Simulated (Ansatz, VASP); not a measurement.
**One calculation of Ge, two programs**

File INCAR:

```
ALGO = Normal ; EDIFF = 1E-6
ENCUT = 500 ; GGA = PE
GGA_COMPAT = False ; ISIF = 2
ISMEAR = 0 ; LASPH = True
LCHARG = True ; LELF = True
LREAL = False ; LVHAR = True
LWAVE = False ; NBANDS = 21
NELM = 120 ; PREC = Accurate
SIGMA = 0.1
```

File KPOINTS:

```
k-points
0
Gamma
  12 12 12
```

File POSCAR:

```
Ge
1.0
    0.0000000000      2.7914088152      2.7914088152
    2.7914088152      0.0000000000      2.7914088152
    2.7914088152      2.7914088152      0.0000000000
Ge
2
Direct
    0.0000000000      0.0000000000      0.0000000000
    0.2500000000      0.2500000000      0.2500000000
```

Input for Ansatz:

```yaml
crystal:
  lattice:
    - [0.0, 2.7914088152, 2.7914088152]
    - [2.7914088152, 0.0, 2.7914088152]
    - [2.7914088152, 2.7914088152, 0.0]
  atoms:
    - { symbol: Ge, position: [0.0, 0.0, 0.0] }
    - { symbol: Ge, position: [0.25, 0.25, 0.25] }
basis: {}
kpoints:
  mp_grid: { grid: [12, 12, 12] }
hamiltonian:
  xc: pbe
  pseudopotentials: { kind: all_electron, lapw: {} }
scf:
  occupations: { method: gaussian, width: 0.1 }
output:
  forces: true
  stress: true
  eigenvalues: true
```

Alike in both runs: task single point; functional PBE; k mesh 12 × 12 × 12; occupations gaussian, width 0.1 eV; no spin polarisation.

|  | VASP | Ansatz |
| --- | --- | --- |
| version | VASP 6.6.1 | Ansatz 0.2.0 |
| potentials or method | VASP PAW PBE potentials, release 64 (Ge_d), cutoff 500 eV | scalar-relativistic, all-electron LAPW |

|  | VASP | Ansatz | Ansatz less VASP |
| --- | --- | --- | --- |
| gap on the k mesh at the Fermi level (eV) | 0.31 | 0.31 | -0.001 |
| least direct gap on the mesh (eV) | 0.41 | 0.41 | +0.001 |
| pressure (GPa) | 6.8 | 7.0 | +0.14 |

Ansatz ran all-electron here, and VASP with PAW potentials.
